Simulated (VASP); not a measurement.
Write the native input for VASP 6.6.1 that does the following.

| Quantity | Value |
| --- | --- |
| Task | single point |
| Functional | revPBE |
| Potentials or basis | VASP PAW PBE potentials, release 64 (Co_sv, O) |
| Cutoff | 600 eV |
| k mesh | 11 × 11 × 11 |
| Occupations | fermi-dirac, width 0.05 eV |
| Spin | collinear spin, ferromagnetic start |
| Starting moments | [2.0, 0.0] μB |
| Dipole correction | no |
| Further INCAR settings | ALGO = Normal; EDIFF = 1e-06; NBANDS = 22 |

The structure of CoO lies in POSCAR:

```
CoO
1.0
    0.0000000000      2.1595492692      2.1595492692
    2.1595492692      0.0000000000      2.1595492692
    2.1595492692      2.1595492692      0.0000000000
Co O
1 1
Direct
    0.0000000000      0.0000000000      0.0000000000
    0.5000000000      0.5000000000      0.5000000000
```

The input as run:

INCAR

```
SYSTEM = CoO
PREC = Accurate
ENCUT = 600
EDIFF = 1E-6
ISMEAR = -1
SIGMA = 0.05
LREAL = .FALSE.
LASPH = .TRUE.
NELM = 200
ALGO = Normal
ISIF = 2
LWAVE = .FALSE.
LCHARG = .TRUE.
ISPIN = 2
MAGMOM = 2 0
LORBIT = 11
LMAXMIX = 4
GGA = RE
LELF = .TRUE.
LVHAR = .TRUE.
NBANDS = 22
GGA_COMPAT = .FALSE.
```

KPOINTS

```
Automatic mesh
0
G
  11 11 11
  0 0 0
```

Potentials or basis: VASP PAW PBE potentials, release 64 (Co_sv, O).

Run with:

```console
$ cat potpaw_PBE.64/Co_sv/POTCAR potpaw_PBE.64/O/POTCAR > POTCAR
$ mpirun -np 1 vasp_std > vasp.out
```

It gave:

* Pressure: -6.2 GPa
* Band gap on the k mesh: zero (filled and empty bands overlap)
* Net moment: 2.99 μB per cell
* Site moments: Co +2.57; O +0.31 μB
* Valence electrons inside the program's atomic spheres: Co 14.84; O 4.97

Caveat: the cell stands under tension; the PAW data sets were made with another functional, which shifts forces and pressure a little; a cell with one magnetic atom can't hold antiferromagnetic order, which such compounds often take; semilocal functionals often make such compounds metallic where correlation or magnetic order opens a gap, which also shifts bond lengths.

It took 70 s on 1 thread of Intel(R) Xeon(R) Platinum 8259CL CPU @ 2.50GHz (Skylake/Cascade Lake), with other jobs on the host, peak memory 0.17 GiB.
